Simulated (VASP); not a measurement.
# Cs3Y2I3Br6 (P6_3/mmc) in VASP: single point with PBE

Aim: the single point of Cs3Y2I3Br6 with PBE.

Program: VASP 6.6.1. These are calculated values, not measurements. Logs are shortened: lines on timing, memory, paths and dates and some standing lists are left out, and cuts for length are marked.

**1. The cell of the first run**

Symmetry: P6_3/mmc, No. 194, hexagonal system. Conventional cell: a = 8.406 Å, b = 8.406 Å, c = 21.280 Å, α = 90.00°, β = 90.00°, γ = 120.00°. Within 5.5 Å of Cs (site symmetry -6m2) lie 6 I at 4.20 Å and 6 Br at 4.30 Å and 6 Y at 5.28 Å. Within 5.3 Å of Cs (site symmetry 3m) lie 9 Br at 3.93 to 4.24 Å and 4 Y at 4.57 to 5.22 Å and 3 I at 4.70 Å. Y (site symmetry 3m) has 3 Br at 2.71 Å and 3 I at 3.16 Å within 3.6 Å. Within 4.3 Å of I (site symmetry mm2) lie 2 Y at 3.16 Å and 4 I at 4.12 to 4.28 Å and 4 Br at 4.20 Å and 2 Cs at 4.20 Å. Br (site symmetry m) has 1 Y at 2.71 Å within 3.6 Å.

**2. Single point, PBE**

The input, INCAR:

```
ALGO = Normal
EDIFF = 1E-6
ENCUT = 500
GGA = PE
GGA_COMPAT = False
ISIF = 2
ISMEAR = -1
KPAR = 4
LASPH = True
LCHARG = False
LREAL = False
LWAVE = False
NBANDS = 132
NELM = 120
PREC = Accurate
SIGMA = 0.02
```

The input, KPOINTS:

```
k-points
0
Gamma
  4 4 2
```

The input, POSCAR:

```
Cs3Y2I3Br6
1.0
    8.4060000000      0.0000000000      0.0000000000
   -4.2030000000      7.2798095442      0.0000000000
    0.0000000000      0.0000000000     21.2800000000
Cs Y I Br
6 4 6 12
Direct
    0.0000000000      0.0000000000      0.2500000000
    0.0000000000      0.0000000000      0.7500000000
    0.3333333333      0.6666666667      0.0624143079
    0.6666666667      0.3333333333      0.5624143079
    0.3333333333      0.6666666667      0.4375856921
    0.6666666667      0.3333333333      0.9375856921
    0.6666666667      0.3333333333      0.1522021796
    0.3333333333      0.6666666667      0.6522021796
    0.6666666667      0.3333333333      0.3477978204
    0.3333333333      0.6666666667      0.8477978204
    0.5031370491      0.0062740983      0.2500000000
    0.4968629509      0.5031370491      0.7500000000
    0.9937259017      0.4968629509      0.2500000000
    0.4968629509      0.9937259017      0.7500000000
    0.5031370491      0.4968629509      0.2500000000
    0.0062740983      0.5031370491      0.7500000000
    0.8264294789      0.6528589578      0.0867024943
    0.1735705211      0.8264294789      0.5867024943
    0.3471410422      0.1735705211      0.0867024943
    0.1735705211      0.3471410422      0.5867024943
    0.8264294789      0.1735705211      0.0867024943
    0.6528589578      0.8264294789      0.5867024943
    0.3471410422      0.1735705211      0.4132975057
    0.1735705211      0.8264294789      0.9132975057
    0.8264294789      0.6528589578      0.4132975057
    0.6528589578      0.8264294789      0.9132975057
    0.8264294789      0.1735705211      0.4132975057
    0.1735705211      0.3471410422      0.9132975057
```

Potentials or basis: VASP PAW PBE potentials, release 64 (Cs_sv, Y_sv, I, Br).

The run is started by

```
> cat potpaw_PBE.64/Cs_sv/POTCAR potpaw_PBE.64/Y_sv/POTCAR potpaw_PBE.64/I/POTCAR potpaw_PBE.64/Br/POTCAR > POTCAR
> mpirun -np 4 vasp_std > vasp.out
```

OUTCAR:

```text
EDIFF = 1E-6
   ENCUT = 500
   GGA = PE
   ISIF = 2
   ISMEAR = -1
   LASPH = True
   LREAL = False
   NELM = 120
   PREC = Accurate

 ion  position               nearest neighbor table
   1  0.000  0.000  0.250-
   2  0.000  0.000  0.750-
   3  0.333  0.667  0.062-
   4  0.667  0.333  0.562-
   5  0.333  0.667  0.438-
   6  0.667  0.333  0.938-
   7  0.667  0.333  0.152-  21 2.71  17 2.71  19 2.71  11 3.16  13 3.16  15 3.16   9 4.16
   8  0.333  0.667  0.652-  18 2.71  20 2.71  22 2.71  14 3.16  16 3.16  12 3.16  10 4.16
   9  0.667  0.333  0.348-  27 2.71  25 2.71  23 2.71  11 3.16  13 3.16  15 3.16   7 4.16
  10  0.333  0.667  0.848-  24 2.71  28 2.71  26 2.71  14 3.16  16 3.16  12 3.16   8 4.16
  11  0.503  0.006  0.250-   7 3.16   9 3.16
  12  0.497  0.503  0.750-   8 3.16  10 3.16
  13  0.994  0.497  0.250-   7 3.16   9 3.16
  14  0.497  0.994  0.750-   8 3.16  10 3.16
  15  0.503  0.497  0.250-   7 3.16   9 3.16
  16  0.006  0.503  0.750-   8 3.16  10 3.16
  17  0.826  0.653  0.087-   7 2.71
  18  0.174  0.826  0.587-   8 2.71
  19  0.347  0.174  0.087-   7 2.71
  20  0.174  0.347  0.587-   8 2.71
  21  0.826  0.174  0.087-   7 2.71
  22  0.653  0.826  0.587-   8 2.71
  23  0.347  0.174  0.413-   9 2.71
  24  0.174  0.826  0.913-  10 2.71
  25  0.826  0.653  0.413-   9 2.71
  26  0.653  0.826  0.913-  10 2.71
  27  0.826  0.174  0.413-   9 2.71
  28  0.174  0.347  0.913-  10 2.71

  LATTYP: Found a hexagonal cell.
 ALAT       =     8.4060000000
 C/A-ratio  =     2.5315251011

  Lattice vectors:

 A1 = (   8.4060000000,   0.0000000000,   0.0000000000)
 A2 = (  -4.2030000000,   7.2798095442,   0.0000000000)
 A3 = (   0.0000000000,   0.0000000000,  21.2800000000)

Analysis of symmetry for initial positions (statically):
=====================================================================
 Subroutine PRICEL returns:
 Original cell was already a primitive cell.

 Routine SETGRP: Setting up the symmetry group for a
 hexagonal supercell.

 Subroutine GETGRP returns: Found 24 space group operations
 (whereof 12 operations were pure point group operations)
 out of a pool of 24 trial point group operations.

The static configuration has the point symmetry D_3d.
 The point group associated with its full space group is D_6h.

Analysis of symmetry for dynamics (positions and initial velocities):
=====================================================================
 Subroutine PRICEL returns:
 Original cell was already a primitive cell.

 Routine SETGRP: Setting up the symmetry group for a
 hexagonal supercell.

 Subroutine GETGRP returns: Found 24 space group operations
 (whereof 12 operations were pure point group operations)
 out of a pool of 24 trial point group operations.

The dynamic configuration has the point symmetry D_3d.
 The point group associated with its full space group is D_6h.

 Subroutine INISYM returns: Found 24 space group operations
 (whereof 12 operations are pure point group operations),
 and found     1 'primitive' translations

----------------------------------------------------------------------------------------

                                     Primitive cell

  volume of cell :    1302.2100

  direct lattice vectors                    reciprocal lattice vectors
     8.406000000  0.000000000  0.000000000     0.118962646  0.068683116  0.000000000
    -4.203000000  7.279809544  0.000000000     0.000000000  0.137366231  0.000000000
     0.000000000  0.000000000 21.280000000     0.000000000  0.000000000  0.046992481

  length of vectors
     8.406000000  8.406000000 21.280000000     0.137366231  0.137366231  0.046992481

  position of ions in fractional coordinates (direct lattice)
     0.000000000  0.000000000  0.250000000
     0.000000000  0.000000000  0.750000000
     0.333333333  0.666666667  0.062414308
     0.666666667  0.333333333  0.562414308
     0.333333333  0.666666667  0.437585692
     0.666666667  0.333333333  0.937585692
[... 20 lines left out ...]
     0.826429479  0.173570521  0.413297506
     0.173570521  0.347141042  0.913297506

  ion indices of the primitive-cell ions
   primitive index   ion index
                 1           1
                 2           2
                 3           3
                 4           4
                 5           5
                 6           6
[... 20 lines left out ...]
                27          27
                28          28

----------------------------------------------------------------------------------------

 KPOINTS: k-points

Automatic generation of k-mesh.
 Grid dimensions read from file:
 generate k-points for:    4    4    2

 Generating k-lattice:

  Cartesian coordinates                     Fractional coordinates (reciprocal lattice)
     0.029740661  0.017170779  0.000000000     0.250000000  0.000000000  0.000000000
     0.000000000  0.034341558  0.000000000     0.000000000  0.250000000  0.000000000
     0.000000000  0.000000000  0.023496241     0.000000000  0.000000000  0.500000000

  Length of vectors
     0.034341558  0.034341558  0.023496241

  Shift w.r.t. Gamma in fractional coordinates (k-lattice)
     0.000000000  0.000000000  0.000000000

 Subroutine IBZKPT returns following result:
 ===========================================

 Found      8 irreducible k-points:

 Following reciprocal coordinates:
            Coordinates               Weight
  0.000000  0.000000  0.000000      1.000000
  0.250000  0.000000  0.000000      6.000000
  0.500000  0.000000  0.000000      3.000000
  0.250000  0.250000  0.000000      6.000000
  0.000000  0.000000  0.500000      1.000000
  0.250000  0.000000  0.500000      6.000000
  0.500000  0.000000  0.500000      3.000000
  0.250000  0.250000  0.500000      6.000000
   k-points           NKPTS =      8   k-points in BZ     NKDIM =      8   number of bands    NBANDS=    132
   number of dos      NEDOS =    301   number of ions     NIONS =     28
   total plane-waves  NPLWV = 655360
   dimension x,y,z NGX =    64 NGY =   64 NGZ =  160
   dimension x,y,z NGXF=   128 NGYF=  128 NGZF=  320
   ions per type =               6   4   6  12
   NGX,Y,Z   is equivalent  to a cutoff of  12.66, 12.66, 12.50 a.u.
   NGXF,Y,Z  is equivalent  to a cutoff of  25.31, 25.31, 25.00 a.u.
 SYSTEM =  unknown system
   PREC   = accura    normal or accurate (medium, high low for compatibility)
   ISTART =      0    job   : 0-new  1-cont  2-samecut
   ICHARG =      2    charge: 1-file 2-atom 10-const
   ISPIN  =      1    spin polarized calculation?
   LNONCOLLINEAR =      F non collinear calculations
   LSORBIT =      F    spin-orbit coupling
   LASPH  =      T    aspherical Exc in radial PAW
   ENCUT  =  500.0 eV  36.75 Ry    6.06 a.u.  15.33 15.33 38.80*2*pi/ulx,y,z
   NELM   =    120;   NELMIN=  2; NELMDL= -5     # of ELM steps
   EDIFF  = 0.1E-05   stopping-criterion for ELM
   LREAL  =      F    real-space projection
[... 7 lines left out ...]
   TEBEG  =    0.0;   TEEND  =   0.0 temperature during run
   PSTRESS=    0.0 pullay stress
   NELECT =     224.0000    total number of electrons
   NUPDOWN=      -1.0000    fix difference up-down
   EMIN   =  10.00;   EMAX   =-10.00  energy-range for DOS
   EFERMI =   0.00;   METHOD = LEGACY
   ISMEAR =    -1;   SIGMA  =   0.02  broadening in eV -4-tet -1-fermi 0-gaus
   EFERMI_NEDOS =   21; number of points for ismear=-14 and -15
   IALGO  =     38    algorithm
   IMIX   =      4    mixing-type and parameters
     AMIX     =   0.40;   BMIX     =  1.00
     AMIX_MAG =   1.60;   BMIX_MAG =  1.00
  volume/ion in A,a.u.               =      46.51       313.85
  Fermi-wavevector in a.u.,A,eV,Ry     =   0.910466  1.720532 11.278532  0.828949
  Thomas-Fermi vector in A             =   2.034632
   LORBIT       =      0    0 simple, 1 ext, 2 COOP (PROOUT), +10 PAW based schemes
   GGA     = PE    functional components
   LHFCALC =     F    Hartree Fock is set to
   AEXX    =    0.0000 exact exchange contribution
   IVDW    =     0    specifies the selected vdW correction
   LEPSILON=     F    determine dielectric tensor
   LRPA    =     F    only Hartree local field effects (RPA)
 non-spin polarized calculation
  energy-cutoff  :      500.00
  volume of cell :     1302.21
 maximum number of plane-waves:     33174
 NGX is ok and might be reduce to    64
   NGX = 31   NGY = 31   NGZ = 77

 number of electron     223.9999996 magnetization

 Free energy of the ion-electron system (eV)
  ---------------------------------------------------
  ext. energy  EPLUGINS =         0.00000000
  ---------------------------------------------------
  free energy    TOTEN  =      -109.55231298 eV

  energy without entropy =     -109.55231298  energy(sigma->0) =     -109.55231298

 E-fermi :  -0.2063     XC(G=0):  -7.1614

 val. band max:       -0.6541722950   @ k =   0.0000   0.0000   0.0000
 cond. band min:       2.7349240338   @ k =   0.0000   0.0000   0.0000
 fundamental gap:      3.3890963288
 Fermi energy:        -0.2062507118

 k-point     1 :       0.0000    0.0000    0.0000
  band No.  band energies     occupation
      1     -42.2356      2.00000
      2     -42.2356      2.00000
      3     -42.2339      2.00000
      4     -42.2339      2.00000
      5     -22.2695      2.00000
      6     -22.2695      2.00000
[... 116 lines left out ...]
    123       3.4786      0.00000
    124       3.7340      0.00000

 k-point     2 :       0.2500    0.0000    0.0000
  band No.  band energies     occupation
      1     -42.2356      2.00000
      2     -42.2356      2.00000
      3     -42.2339      2.00000
      4     -42.2339      2.00000
      5     -22.2695      2.00000
      6     -22.2695      2.00000
[... 878 lines left out ...]
    123       3.8761      0.00000
    124       3.8761      0.00000
 [bands above 124 left out]

------------------------ aborting loop because EDIFF is reached ----------------------------------------

  FORCE on cell =-STRESS in cart. coord.  units (eV):
  Direction    XX          YY          ZZ          XY          YZ          ZX
  --------------------------------------------------------------------------------------
  -------------------------------------------------------------------------------------
  Total       -1.9592622     -1.9592622     -1.6601998      0.0000000     -0.0000000      0.0000000
  in kB       -2.4105832     -2.4105832     -2.0426309      0.0000000     -0.0000000      0.0000000
  external PRESSURE =      -2.2879324 kB  Pullay stress =       0.0000000 kB

 VOLUME and BASIS-vectors are now :
 -----------------------------------------------------------------------------
  energy-cutoff  :      500.00
  volume of cell :     1302.21
      direct lattice vectors                 reciprocal lattice vectors
     8.406000000  0.000000000  0.000000000     0.118962646  0.068683116  0.000000000
    -4.203000000  7.279809544  0.000000000     0.000000000  0.137366231  0.000000000
     0.000000000  0.000000000 21.280000000     0.000000000  0.000000000  0.046992481

 POSITION                                       TOTAL-FORCE (eV/Angst)
 -----------------------------------------------------------------------------------
      0.00000      0.00000      5.32000         0.000000     -0.000000     -0.000000
      0.00000      0.00000     15.96000         0.000000     -0.000000     -0.000000
     -0.00000      4.85321      1.32818         0.000000     -0.000000      0.001939
      4.20300      2.42660     11.96818         0.000000     -0.000000      0.001939
     -0.00000      4.85321      9.31182         0.000000     -0.000000     -0.001939
      4.20300      2.42660     19.95182         0.000000     -0.000000     -0.001939
[... 20 lines left out ...]
      6.21745      1.26356      8.79497         0.003286     -0.001897     -0.001133
     -0.00000      2.52712     19.43497        -0.000000     -0.003795     -0.001133
 -----------------------------------------------------------------------------------
    total drift:                               -0.000001      0.000001      0.000000

  FREE ENERGIE OF THE ION-ELECTRON SYSTEM (eV)
  ---------------------------------------------------
  free  energy   TOTEN  =      -109.5523129799 eV

  energy  without entropy=     -109.5523129799  energy(sigma->0) =     -109.55231298
```

Wall time 27 min (4 MPI ranks of Intel Xeon Platinum 8259CL at 2.50GHz (Skylake/Cascade Lake), shared host); peak memory 1.9 GiB.

Results:

| Property | Result |
| --- | --- |
| Free energy | -109.5523 eV |
| Pressure | -0.2 GPa |
| Largest force | 0.008 eV/Å |
| Band gap on the k mesh | 3.39 eV |

Forces on the atoms (eV/Å):
```
Cs   0.000  0.000  0.000
Cs   0.000  0.000  0.000
Cs   0.000  0.000  0.002
Cs   0.000  0.000  0.002
Cs   0.000  0.000 -0.002
Cs   0.000  0.000 -0.002
Y    0.000  0.000  0.008
Y    0.000  0.000  0.008
Y    0.000  0.000 -0.008
Y    0.000  0.000 -0.008
I    0.000 -0.001  0.000
I    0.001 -0.001  0.000
I    0.001  0.001  0.000
I    0.000  0.001  0.000
I   -0.001  0.001  0.000
I   -0.001 -0.001  0.000
Br   0.000  0.004  0.001
Br  -0.003  0.002  0.001
Br  -0.003 -0.002  0.001
Br   0.000 -0.004  0.001
Br   0.003 -0.002  0.001
Br   0.003  0.002  0.001
Br  -0.003 -0.002 -0.001
Br  -0.003  0.002 -0.001
Br   0.000  0.004 -0.001
Br   0.003  0.002 -0.001
Br   0.003 -0.002 -0.001
Br   0.000 -0.004 -0.001
```

Caveat: spin-orbit coupling is left out, which moves the levels of the heavy elements. A k mesh can miss the band edges.
